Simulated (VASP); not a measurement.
Write the native input for VASP 6.6.1 that does the following.

- Task: relaxation of cell and atoms
- Functional: RPBE
- Potentials or basis: VASP PAW PBE potentials, release 64 (Ni, Al)
- Cutoff: 600 eV
- k mesh: 8 × 8 × 8
- Occupations: fermi-dirac, width 0.05 eV
- Spin: collinear spin, ferromagnetic start
- Starting moments: [1.0, 1.0, 1.0, 0.0] μB
- Dipole correction: no
- Further INCAR settings: ALGO = Normal; EDIFF = 1e-07; IBRION = 2; EDIFFG = -0.01; NSW = 60; ISIF = 3

The structure of AlNi3 lies in POSCAR:

```
AlNi3
1.0
    3.5230547267      0.0000000000      0.0000000000
    0.0000000000      3.5230547267      0.0000000000
    0.0000000000      0.0000000000      3.5230547267
Ni Al
3 1
Direct
    0.5000000000      0.5000000000      0.0000000000
    0.5000000000      0.0000000000      0.5000000000
    0.0000000000      0.5000000000      0.5000000000
    0.0000000000      0.0000000000      0.0000000000
```

The input as run:

INCAR

```
ALGO     = Normal         # electronic algorithm
EDIFF    = 1E-7           # SCF threshold, eV
EDIFFG   = -0.01          # ionic threshold
ENCUT    = 600            # plane-wave cutoff, eV
GGA      = RP             # functional
IBRION   = 2              # ionic algorithm
ISIF     = 3              # what is computed and relaxed
ISMEAR   = -1             # smearing method
ISPIN    = 2              # spin polarisation
LASPH    = T              # aspherical terms in the spheres
LCHARG   = F              # write CHGCAR
LMAXMIX  = 4              # l up to which the mixer works
LORBIT   = 11             # projections on sites
LREAL    = F              # projectors in reciprocal space
LWAVE    = F              # write WAVECAR
MAGMOM   = 1 1 1 0        # initial moments
NELM     = 150            # most SCF steps
NSW      = 60             # ionic steps
PREC     = Accurate       # precision mode
SIGMA    = 0.05           # smearing width, eV
```

KPOINTS

```
k-points
0
Gamma
  8 8 8
```

Potentials or basis: VASP PAW PBE potentials, release 64 (Ni, Al).

The run is started by

```console
$ cat potpaw_PBE.64/Ni/POTCAR potpaw_PBE.64/Al/POTCAR > POTCAR
$ mpirun -np 1 vasp_std > vasp.out
```

Results of the run:

```yaml
Relaxed_volume: 11.66 Å³/atom
Relaxed_cell: a = 3.599 Å, b = 3.599 Å, c = 3.599 Å, α = 90.00°, β = 90.00°, γ = 90.00°
Space_group_after_relaxing_to_0.1_Å: Pm-3m (No. 221)
Energy_gained_by_relaxing: 25.9 meV/atom
Ionic_steps: 3
Pressure_after_relaxing: 0.0 GPa
Net_moment: -0.73 μB per cell
Site_moments: Ni -0.26; Al +0.01 μB
Valence_electrons_inside_the_program's_atomic_spheres: Ni 9.32; Al 0.79
```

Caveat: the PAW data sets were made with another functional, which shifts forces and pressure a little.

Run time: 2.3 min on 1 thread of AMD EPYC 9R14 (Zen 4), with other jobs on the host, peak memory 0.19 GiB.
